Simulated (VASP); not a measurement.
# Na4H in VASP: a series of runs

Runs on Na4H. Level: PBE. Tasks: single point.

All numbers are computed with VASP 6.6.1; they aren't measurements. Logs are shortened: lines on timing, memory, paths and dates and some standing lists are left out, and cuts for length are marked.

### 1 The cell of the first run

The cell holds a slab with vacuum, 10 atoms: a = 7.267 Å, b = 7.267 Å, c = 20.967 Å, α = 90.00°, β = 90.00°, γ = 109.47°.

### 2 Single point, PBE

Contents of INCAR:

```
SYSTEM = Na4H
PREC = Accurate
ENCUT = 520
EDIFF = 1E-7
ISMEAR = 0
SIGMA = 0.1
LREAL = .FALSE.
LASPH = .TRUE.
NELM = 60
ALGO = Normal
ISIF = 2
LWAVE = .FALSE.
LCHARG = .FALSE.
LDIPOL = .TRUE.
IDIPOL = 3
DIPOL = 0.5 0.5 0.292
GGA = PE
NBANDS = 40
```

Contents of KPOINTS:

```
Automatic mesh
0
G
  4 4 1
  0 0 0
```

Contents of POSCAR:

```
Na4H
1.0
    7.2665057608      0.0000000000      0.0000000000
   -2.4221685869      6.8509273320      0.0000000000
    0.0000000000      0.0000000000     20.9665385532
Na H
8 2
Direct
    0.2500000000      0.2500000000      0.1907801800
    0.2500000000      0.7500000000      0.1907801800
    0.7500000000      0.2500000000      0.1907801800
    0.7500000000      0.7500000000      0.1907801800
    0.0000000000      0.0000000000      0.3322693699
    0.0000000000      0.5000000000      0.3322693699
    0.5000000000      0.0000000000      0.3322693699
    0.5000000000      0.5000000000      0.3322693699
   -0.1823434872      0.7500000000      0.4147817977
    0.1823434872      0.7500000000      0.4147817977
```

Potentials or basis: VASP PAW PBE potentials, release 64 (Na_pv, H).

Started as:

```
$ cat potpaw_PBE.64/Na_pv/POTCAR potpaw_PBE.64/H/POTCAR > POTCAR
$ mpirun -np 1 vasp_std > vasp.out
```

OUTCAR:

```text
SYSTEM = Na4H
   PREC = Accurate
   ENCUT = 520
   EDIFF = 1E-7
   ISMEAR = 0
   LREAL = .FALSE.
   LASPH = .TRUE.
   NELM = 60
   ISIF = 2
   GGA = PE

 ion  position               nearest neighbor table
   1  0.250  0.250  0.191-
   2  0.250  0.750  0.191-
   3  0.750  0.250  0.191-
   4  0.750  0.750  0.191-
   5  0.000  0.000  0.332-
   6  0.000  0.500  0.332-
   7  0.500  0.000  0.332-
   8  0.500  0.500  0.332-
   9  0.818  0.750  0.415-
  10  0.182  0.750  0.415-

  LATTYP: Found a base centered orthorhombic cell.
 ALAT       =     8.3906381142
 B/A-ratio  =     1.4142135624
 C/A-ratio  =     2.4988014342

  Lattice vectors:

 A1 = (   7.2665057608,   0.0000000000,   0.0000000000)
 A2 = (  -2.4221685869,   6.8509273320,   0.0000000000)
 A3 = (   0.0000000000,   0.0000000000,  20.9665385532)

Analysis of symmetry for initial positions (statically):
=====================================================================
 Subroutine PRICEL returns:
 Original cell was already a primitive cell.

 Routine SETGRP: Setting up the symmetry group for a
 base centered orthorhombic supercell.

 Subroutine GETGRP returns: Found  2 space group operations
 (whereof  1 operations were pure point group operations)
 out of a pool of  8 trial point group operations.

The static configuration has the point symmetry C_1 .
 The point group associated with its full space group is C_2 .

Analysis of symmetry for dynamics (positions and initial velocities):
=====================================================================
 Subroutine PRICEL returns:
 Original cell was already a primitive cell.

 Routine SETGRP: Setting up the symmetry group for a
 base centered orthorhombic supercell.

 Subroutine GETGRP returns: Found  2 space group operations
 (whereof  1 operations were pure point group operations)
 out of a pool of  8 trial point group operations.

The dynamic configuration has the point symmetry C_1 .
 The point group associated with its full space group is C_2 .

 Subroutine INISYM returns: Found  2 space group operations
 (whereof  1 operations are pure point group operations),
 and found     1 'primitive' translations

----------------------------------------------------------------------------------------

                                     Primitive cell

  volume of cell :    1043.7626

  direct lattice vectors                    reciprocal lattice vectors
     7.266505761  0.000000000  0.000000000     0.137617726  0.048655214  0.000000000
    -2.422168587  6.850927332  0.000000000     0.000000000  0.145965641  0.000000000
     0.000000000  0.000000000 20.966538553     0.000000000  0.000000000  0.047695045

  length of vectors
     7.266505761  7.266505761 20.966538553     0.145965641  0.145965641  0.047695045

  position of ions in fractional coordinates (direct lattice)
     0.250000000  0.250000000  0.190780180
     0.250000000  0.750000000  0.190780180
     0.750000000  0.250000000  0.190780180
     0.750000000  0.750000000  0.190780180
     0.000000000  0.000000000  0.332269370
     0.000000000  0.500000000  0.332269370
     0.500000000  0.000000000  0.332269370
     0.500000000  0.500000000  0.332269370
     0.817656513  0.750000000  0.414781798
     0.182343487  0.750000000  0.414781798

  ion indices of the primitive-cell ions
   primitive index   ion index
                 1           1
                 2           2
                 3           3
                 4           4
                 5           5
                 6           6
                 7           7
                 8           8
                 9           9
                10          10

----------------------------------------------------------------------------------------

 KPOINTS: Automatic mesh

Automatic generation of k-mesh.
 Grid dimensions read from file:
 generate k-points for:    4    4    1

 Generating k-lattice:

  Cartesian coordinates                     Fractional coordinates (reciprocal lattice)
     0.034404432  0.012163803  0.000000000     0.250000000  0.000000000  0.000000000
     0.000000000  0.036491410  0.000000000     0.000000000  0.250000000  0.000000000
     0.000000000  0.000000000  0.047695045     0.000000000  0.000000000  1.000000000

  Length of vectors
     0.036491410  0.036491410  0.047695045

  Shift w.r.t. Gamma in fractional coordinates (k-lattice)
     0.000000000  0.000000000  0.000000000

 Subroutine IBZKPT returns following result:
 ===========================================

 Found     10 irreducible k-points:

 Following reciprocal coordinates:
            Coordinates               Weight
  0.000000  0.000000  0.000000      1.000000
  0.250000  0.000000  0.000000      2.000000
  0.000000  0.250000  0.000000      2.000000
  0.500000  0.000000  0.000000      1.000000
  0.000000  0.500000  0.000000      1.000000
  0.250000  0.250000  0.000000      2.000000
  0.500000  0.250000  0.000000      2.000000
  0.250000  0.500000  0.000000      2.000000
 -0.250000  0.250000  0.000000      2.000000
  0.500000  0.500000  0.000000      1.000000
   k-points           NKPTS =     10   k-points in BZ     NKDIM =     10   number of bands    NBANDS=     40
   number of dos      NEDOS =    301   number of ions     NIONS =     10
   total plane-waves  NPLWV = 466560
   dimension x,y,z NGX =    54 NGY =   54 NGZ =  160
   dimension x,y,z NGXF=   108 NGYF=  108 NGZF=  320
   ions per type =               8   2
   NGX,Y,Z   is equivalent  to a cutoff of  12.35, 12.35, 12.69 a.u.
   NGXF,Y,Z  is equivalent  to a cutoff of  24.71, 24.71, 25.37 a.u.
 SYSTEM =  Na4H
   PREC   = accura    normal or accurate (medium, high low for compatibility)
   ISTART =      0    job   : 0-new  1-cont  2-samecut
   ICHARG =      2    charge: 1-file 2-atom 10-const
   ISPIN  =      1    spin polarized calculation?
   LNONCOLLINEAR =      F non collinear calculations
   LSORBIT =      F    spin-orbit coupling
   LASPH  =      T    aspherical Exc in radial PAW
   ENCUT  =  520.0 eV  38.22 Ry    6.18 a.u.  13.51 13.51 38.98*2*pi/ulx,y,z
   NELM   =     60;   NELMIN=  2; NELMDL= -5     # of ELM steps
   EDIFF  = 0.1E-06   stopping-criterion for ELM
   LREAL  =      F    real-space projection
   EDIFFG = 0.1E-05   stopping-criterion for IOM
   NSW    =      0    number of steps for IOM
   IBRION =     -1    ionic relax: 0-MD 1-quasi-New 2-CG
   NFREE  =      0    steps in history (QN), initial steepest desc. (CG)
   ISIF   =      2    stress and relaxation
   ISYM   =      2    0-nonsym 1-usesym 2-fastsym
   POTIM  = 0.5000    time-step for ionic-motion
   TEBEG  =    0.0;   TEEND  =   0.0 temperature during run
   PSTRESS=    0.0 pullay stress
   NELECT =      58.0000    total number of electrons
   NUPDOWN=      -1.0000    fix difference up-down
   EMIN   =  10.00;   EMAX   =-10.00  energy-range for DOS
   EFERMI =   0.00;   METHOD = LEGACY
   ISMEAR =     0;   SIGMA  =   0.10  broadening in eV -4-tet -1-fermi 0-gaus
   EFERMI_NEDOS =   21; number of points for ismear=-14 and -15
   IALGO  =     38    algorithm
   IMIX   =      4    mixing-type and parameters
     AMIX     =   0.40;   BMIX     =  1.00
     AMIX_MAG =   1.60;   BMIX_MAG =  1.00
  volume/ion in A,a.u.               =     104.38       704.37
  Fermi-wavevector in a.u.,A,eV,Ry     =   0.624717  1.180545  5.309970  0.390272
  Thomas-Fermi vector in A             =   1.685372
   LORBIT       =      0    0 simple, 1 ext, 2 COOP (PROOUT), +10 PAW based schemes
   GGA     = PE    functional components
   LHFCALC =     F    Hartree Fock is set to
   AEXX    =    0.0000 exact exchange contribution
   IVDW    =     0    specifies the selected vdW correction
   LEPSILON=     F    determine dielectric tensor
   LRPA    =     F    only Hartree local field effects (RPA)
 non-spin polarized calculation
 Gauss-broadening in eV      SIGMA  =   0.10
  energy-cutoff  :      520.00
  volume of cell :     1043.76
 maximum number of plane-waves:     28122
   NGX = 27   NGY = 27   NGZ = 77

 number of electron      57.9999951 magnetization

 dipolmoment           0.000000      0.000000      0.522616 electrons x Angstroem

 Free energy of the ion-electron system (eV)
  ---------------------------------------------------
  ext. energy  EPLUGINS =         0.00000000
  ---------------------------------------------------
  free energy    TOTEN  =       -14.01419114 eV

  energy without entropy =      -13.99502158  energy(sigma->0) =      -14.00460636

 E-fermi :  -2.5983     XC(G=0):  -2.5999

 val. band max:       -2.7200459943   @ k =   0.0000   0.5000   0.0000
 cond. band min:      -2.5373803654   @ k =   0.2500   0.5000   0.0000
 fundamental gap:      0.1826656289
 Fermi energy:        -2.5983017844

 k-point     1 :       0.0000    0.0000    0.0000
  band No.  band energies     occupation
      1     -27.8173      2.00000
      2     -27.8146      2.00000
      3     -27.8106      2.00000
      4     -27.8053      2.00000
      5     -27.8026      2.00000
      6     -27.7914      2.00000
[... 32 lines left out ...]
     39      -0.0047      0.00000
     40       0.3535      0.00000

 k-point     2 :       0.2500    0.0000    0.0000
  band No.  band energies     occupation
      1     -27.8169      2.00000
      2     -27.8150      2.00000
      3     -27.8080      2.00000
      4     -27.8049      2.00000
      5     -27.8004      2.00000
      6     -27.7911      2.00000
[... 333 lines left out ...]
     39       0.7984      0.00000
     40       0.9374      0.00000

 k-point    10 :       0.5000    0.5000    0.0000
  band No.  band energies     occupation
      1     -27.8159      2.00000
      2     -27.8159      2.00000
      3     -27.7981      2.00000
      4     -27.7981      2.00000
      5     -27.7939      2.00000
      6     -27.7939      2.00000
[... 32 lines left out ...]
     39       0.9007      0.00000
     40       0.9454      0.00000

------------------------ aborting loop because EDIFF is reached ----------------------------------------

 vacuum level on the upper side and lower side of the slab       (xc-potential included)         0.862        -1.030

  FORCE on cell =-STRESS in cart. coord.  units (eV):
  Direction    XX          YY          ZZ          XY          YZ          ZX
  --------------------------------------------------------------------------------------
  -------------------------------------------------------------------------------------
  Total       -0.9439467     -2.6738744     -3.4602453     -0.4188616      0.0000000      0.0000000
  in kB       -1.4489598     -4.1044018     -5.3114825     -0.6429533      0.0000000      0.0000000
  external PRESSURE =      -3.6216147 kB  Pullay stress =       0.0000000 kB

 VOLUME and BASIS-vectors are now :
 -----------------------------------------------------------------------------
  energy-cutoff  :      520.00
  volume of cell :     1043.76
      direct lattice vectors                 reciprocal lattice vectors
     7.266505761  0.000000000  0.000000000     0.137617726  0.048655214  0.000000000
    -2.422168587  6.850927332  0.000000000     0.000000000  0.145965641  0.000000000
     0.000000000  0.000000000 20.966538553     0.000000000  0.000000000  0.047695045

 POSITION                                       TOTAL-FORCE (eV/Angst)
 -----------------------------------------------------------------------------------
      1.21108      1.71273      4.00000         0.006464      0.007712      0.058208
      0.00000      5.13820      4.00000         0.016109      0.000377     -0.053185
      4.84434      1.71273      4.00000        -0.006464     -0.007712      0.058208
      3.63325      5.13820      4.00000        -0.016109     -0.000377     -0.053185
      0.00000      0.00000      6.96654         0.063493     -0.459518      0.569871
     -1.21108      3.42546      6.96654        -0.063493      0.459518      0.569871
      3.63325      0.00000      6.96654        -0.115476     -0.303683      0.411568
      2.42217      3.42546      6.96654         0.115476      0.303683      0.411568
      4.12488      5.13820      8.69654        -0.308631     -0.040064     -0.986462
     -0.49163      5.13820      8.69654         0.308631      0.040064     -0.986462
 -----------------------------------------------------------------------------------
    total drift:                               -0.000000     -0.000000     -0.006668

  FREE ENERGIE OF THE ION-ELECTRON SYSTEM (eV)
  ---------------------------------------------------
  free  energy   TOTEN  =       -14.0141911358 eV

  energy  without entropy=      -13.9950215766  energy(sigma->0) =      -14.00460636

 vacuum level on the upper side and lower side of the slab         2.101         0.165
```

Wall time 8.3 min (1 thread of Intel Xeon 6975P-C (Granite Rapids), shared host); peak memory 1.1 GiB.

Results:

* Free energy: -14.0142 eV
* Largest force: 1.034 eV/Å
* Band gap on the k mesh: zero (bands 29 and 30 overlap by 0.83 eV)

Forces in eV/Å, atoms in the order of the input:
```
Na   0.006  0.008  0.058
Na   0.016  0.000 -0.053
Na  -0.006 -0.008  0.058
Na  -0.016  0.000 -0.053
Na   0.063 -0.460  0.570
Na  -0.063  0.460  0.570
Na  -0.115 -0.304  0.412
Na   0.115  0.304  0.412
H   -0.309 -0.040 -0.986
H    0.309  0.040 -0.986
```

Levels at points of the mesh, in eV from the Fermi level:
```
           k point  band 27  band 28  band 29  band 30  band 31  band 32
(0.00, 0.00, 0.00)    -0.47    -0.33     0.44     0.44     0.63     0.77
(0.50, 0.00, 0.00)    -1.34    -0.76     0.12     0.14     0.60     0.62
(0.00, 0.50, 0.00)    -1.34    -0.53    -0.12     0.21     0.48     0.71
(0.50, 0.50, 0.00)    -1.26    -0.81    -0.47    -0.39     0.56     0.58
```

### 3 Single point, PBE

Contents of INCAR:

```
ALGO = Normal
DIPOL = 0.5 0.5 0.310
EDIFF = 1E-6
ENCUT = 520
GGA = PE
IDIPOL = 3
ISIF = 2
ISMEAR = 0
LASPH = T
LCHARG = F
LDIPOL = T
LREAL = F
LWAVE = F
NBANDS = 40
NELM = 80
PREC = Accurate
SIGMA = 0.1
```

Contents of KPOINTS:

```
k-points
0
Gamma
  4 4 1
```

POSCAR: that of step 2 with these lines changed.

```diff
@@ -16,3 +16,3 @@
     0.5000000000      0.5000000000      0.3322693699
-   -0.1823434872      0.7500000000      0.4147817977
-    0.1823434872      0.7500000000      0.4147817977
+   -0.0632353452      0.7500000000      0.5039715319
+    0.0632353452      0.7500000000      0.5039715319
```

Potentials or basis: VASP PAW PBE potentials, release 64 (Na_pv, H).

Started as:

```
$ cat potpaw_PBE.64/Na_pv/POTCAR potpaw_PBE.64/H/POTCAR > POTCAR
$ mpirun -np 1 vasp_std > vasp.out
```

OUTCAR:

```text
EDIFF = 1E-6
   ENCUT = 520
   GGA = PE
   ISIF = 2
   ISMEAR = 0
   LASPH = T
   LREAL = F
   NELM = 80
   PREC = Accurate

 ion  position               nearest neighbor table
   1  0.250  0.250  0.191-
   2  0.250  0.750  0.191-
   3  0.750  0.250  0.191-
   4  0.750  0.750  0.191-
   5  0.000  0.000  0.332-
   6  0.000  0.500  0.332-
   7  0.500  0.000  0.332-
   8  0.500  0.500  0.332-
   9  0.937  0.750  0.504-
  10  0.063  0.750  0.504-

  LATTYP: Found a base centered orthorhombic cell.
 ALAT       =     8.3906381142
 B/A-ratio  =     1.4142135624
 C/A-ratio  =     2.4988014342

  Lattice vectors:

 A1 = (   7.2665057608,   0.0000000000,   0.0000000000)
 A2 = (  -2.4221685869,   6.8509273320,   0.0000000000)
 A3 = (   0.0000000000,   0.0000000000,  20.9665385532)

Analysis of symmetry for initial positions (statically):
[... 188 lines left out ...]
  band No.  band energies     occupation
      1     -27.0646      2.00000
      2     -27.0627      2.00000
      3     -27.0607      2.00000
      4     -27.0567      2.00000
      5     -27.0563      2.00000
      6     -27.0535      2.00000
[... 419 lines left out ...]
     39       1.2757      0.00000
     40       1.2771      0.00000

------------------------ aborting loop because EDIFF is reached ----------------------------------------

 vacuum level on the upper side and lower side of the slab       (xc-potential included)        -0.052        -0.068

  FORCE on cell =-STRESS in cart. coord.  units (eV):
  Direction    XX          YY          ZZ          XY          YZ          ZX
  --------------------------------------------------------------------------------------
  -------------------------------------------------------------------------------------
  Total       -4.1052588     -1.1689699      0.1318602     -0.3524017      0.0000000      0.0000000
  in kB       -6.3015793     -1.7943709      0.2024057     -0.5409372      0.0000000      0.0000000
  external PRESSURE =      -2.6311815 kB  Pullay stress =       0.0000000 kB

 VOLUME and BASIS-vectors are now :
 -----------------------------------------------------------------------------
  energy-cutoff  :      520.00
  volume of cell :     1043.76
      direct lattice vectors                 reciprocal lattice vectors
     7.266505761  0.000000000  0.000000000     0.137617726  0.048655214  0.000000000
    -2.422168587  6.850927332  0.000000000     0.000000000  0.145965641  0.000000000
     0.000000000  0.000000000 20.966538553     0.000000000  0.000000000  0.047695045

 POSITION                                       TOTAL-FORCE (eV/Angst)
 -----------------------------------------------------------------------------------
      1.21108      1.71273      4.00000         0.001542      0.001371     -0.010282
      0.00000      5.13820      4.00000         0.002879      0.000226     -0.008134
      4.84434      1.71273      4.00000        -0.001542     -0.001371     -0.010282
      3.63325      5.13820      4.00000        -0.002879     -0.000226     -0.008134
      0.00000      0.00000      6.96654        -0.003125      0.006023      0.002564
     -1.21108      3.42546      6.96654         0.003125     -0.006023      0.002564
      3.63325      0.00000      6.96654         0.005595      0.000634      0.005273
      2.42217      3.42546      6.96654        -0.005595     -0.000634      0.005273
      4.99038      5.13820     10.56654         3.497002     -0.001546      0.010579
     -1.35713      5.13820     10.56654        -3.497002      0.001546      0.010579
 -----------------------------------------------------------------------------------
    total drift:                               -0.000000     -0.000000     -0.007802

  FREE ENERGIE OF THE ION-ELECTRON SYSTEM (eV)
  ---------------------------------------------------
  free  energy   TOTEN  =       -15.6417037871 eV

  energy  without entropy=      -15.6143551203  energy(sigma->0) =      -15.62802945

 vacuum level on the upper side and lower side of the slab         0.963         0.976
```

It took 6.6 min on 1 thread of Intel Xeon 6975P-C (Granite Rapids), shared host; peak memory 1.1 GiB.

What came out:

- Free energy: -15.6417 eV
- Largest force: 3.497 eV/Å
- Band gap on the k mesh: zero (bands 29 and 30 overlap by 0.77 eV)

Forces in eV/Å, atoms in the order of the input:
```
Na   0.002  0.001 -0.010
Na   0.003  0.000 -0.008
Na  -0.002 -0.001 -0.010
Na  -0.003  0.000 -0.008
Na  -0.003  0.006  0.003
Na   0.003 -0.006  0.003
Na   0.006  0.001  0.005
Na  -0.006 -0.001  0.005
H    3.497 -0.002  0.011
H   -3.497  0.002  0.011
```

(Part 1 of 2 ends here.)

The gap in the log of VASP goes by the Fermi energy; the results here count the filled bands.